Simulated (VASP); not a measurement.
**WSe2: single point with r2SCAN**

The system is WSe2.

```
W Se
1.0
     3.29000    0.00000    0.00000
    -1.64500    2.84922    0.00000
     0.00000    0.00000   12.97000
W Se
2 4
Cartesian
  0.0000 1.8995 3.2425
  1.6450 0.9497 9.7275
  0.0000 1.8995 8.0544
  1.6450 0.9497 1.5694
  0.0000 1.8995 11.4006
  1.6450 0.9497 4.9156
```

| Item | Value |
| --- | --- |
| Program | VASP 6.6.1 |
| Task | single point |
| Functional | r2SCAN |
| Potentials or basis | VASP PAW PBE potentials, release 64 (W_sv, Se) |
| Cutoff | 520 eV |
| k mesh | 6 × 6 × 2 |
| Occupations | gaussian, width 0.1 eV |
| Spin | no spin polarisation |

```
Pressure               : 2.0 GPa
Largest force          : 0.111 eV/Å
Band gap on the k mesh : 1.09 eV (least direct gap 1.64 eV)
```

Forces on the atoms (eV/Å):
```
W    0.000  0.000  0.000
W    0.000  0.000  0.000
Se   0.000  0.000  0.111
Se   0.000  0.000  0.111
Se   0.000  0.000 -0.111
Se   0.000  0.000 -0.111
```

Stress tensor (GPa, compression positive):
```
2.29 0.00 0.00
0.00 2.29 0.00
0.00 0.00 1.51
```

Levels at points of the mesh, in eV from the valence-band top:
```
           k point  band 22  band 23  band 24  band 25  band 26  band 27  band 28  band 29  band 30  band 31
(0.00, 0.00, 0.00)    -1.63    -1.63    -1.20    -1.13     0.00     2.76     2.76     2.81     2.81     2.83
(0.50, 0.00, 0.00)    -2.59    -1.52    -1.52    -1.36    -1.27     2.24     2.28     2.44     2.77     3.27
(0.00, 0.00, 0.50)    -1.66    -1.66    -1.66    -0.24    -0.24     2.76     2.76     2.76     2.76     2.96
(0.50, 0.00, 0.50)    -2.72    -1.42    -1.42    -1.39    -1.39     2.25     2.25     2.63     2.63     3.67
```

It took 3.5 min on 1 thread of Intel(R) Xeon(R) Platinum 8488C (Sapphire Rapids) (shared host), peak memory 0.25 GiB.

Caveat: the PAW data sets were made with another functional, which shifts forces and pressure a little; spin-orbit coupling is left out, which moves the levels of the heavy elements. A k mesh can miss the band edges.
